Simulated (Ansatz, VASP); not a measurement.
# Cd3AgS4: VASP beside Ansatz

Contents of INCAR:

```
SYSTEM = Cd3AgS4
  PREC = Accurate
  ENCUT = 600
  EDIFF = 1E-6
  ISMEAR = 0
  SIGMA = 0.1
  LREAL = .False.
  LASPH = .True.
  NELM = 100
  ALGO = Normal
  ISIF = 3
  LWAVE = .False.
  LCHARG = .False.
  GGA = PE
  IBRION = 2
  NSW = 90
  EDIFFG = -0.04
```

KPOINTS

```
regular mesh
0
Gamma
  4 4 4
  0 0 0
```

File POSCAR:

```
Cd3AgS4
1.0
    5.3487831900      0.0000000000      0.0000000000
    0.0000000000      5.3487831900      0.0000000000
    0.0000000000      0.0000000000      5.3487831900
Cd Ag S
3 1 4
Direct
    0.5000000000      0.5000000000      0.0000000000
    0.5000000000      0.0000000000      0.5000000000
    0.0000000000      0.5000000000      0.5000000000
    0.0000000000      0.0000000000      0.0000000000
    0.5000000000      0.5000000000      0.5000000000
    0.0000000000      0.0000000000      0.5000000000
    0.0000000000      0.5000000000      0.0000000000
    0.5000000000      0.0000000000      0.0000000000
```

Input for Ansatz:

```yaml
crystal:
  lattice:
    - [5.34878319, 0.0, 0.0]
    - [0.0, 5.34878319, 0.0]
    - [0.0, 0.0, 5.34878319]
  atoms:
    - { symbol: Cd, position: [0.5, 0.5, 0.0] }
    - { symbol: Cd, position: [0.5, 0.0, 0.5] }
    - { symbol: Cd, position: [0.0, 0.5, 0.5] }
    - { symbol: Ag, position: [0.0, 0.0, 0.0] }
    - { symbol: S, position: [0.5, 0.5, 0.5] }
    - { symbol: S, position: [0.0, 0.0, 0.5] }
    - { symbol: S, position: [0.0, 0.5, 0.0] }
    - { symbol: S, position: [0.5, 0.0, 0.0] }
basis:
  ecutwfc: 420
kpoints:
  mp_grid: { grid: [4, 4, 4] }
hamiltonian:
  xc: pbe
scf:
  occupations: { method: gaussian, width: 0.1 }
  lower_state_search: "off"
output:
  forces: true
  stress: true
  eigenvalues: true
relax:
  adjacent_minimum: "off"
  f_tol: 0.04
  max_steps: 70
  cell: { stress_tol: 0.4 }
```

Alike in both runs: task relaxation of cell and atoms; functional PBE; k mesh 4 × 4 × 4; occupations gaussian, width 0.1 eV; no spin polarisation.

|  | VASP | Ansatz |
| --- | --- | --- |
| version | VASP 6.6.1 | Ansatz 0.2.0 |
| potentials or method | VASP PAW PBE potentials, release 64 (Cd, Ag, S), cutoff 600 eV | scalar-relativistic, plane waves, PAW |
| valence electrons in the cell | 71 | 103 |

Ansatz gave:

```
gap on the k mesh at the Fermi level, each at its own relaxed structure (eV) : none
relaxed volume (Å³/atom)                                                     : 20.26
relaxed cell length with the largest relative difference (Å)                 : 5.453
```

**Question.** What did VASP give for the same quantities?

**Answer.** gap on the k mesh at the Fermi level, each at its own relaxed structure (eV): none; relaxed volume (Å³/atom): 20.29; relaxed cell length with the largest relative difference (Å): 5.455.

A gap of «none» marks a metal or a gap that the smearing closes. VASP's potentials hold 71 valence electrons a cell and Ansatz's 103, so a difference there can come from the potentials and not from the codes.
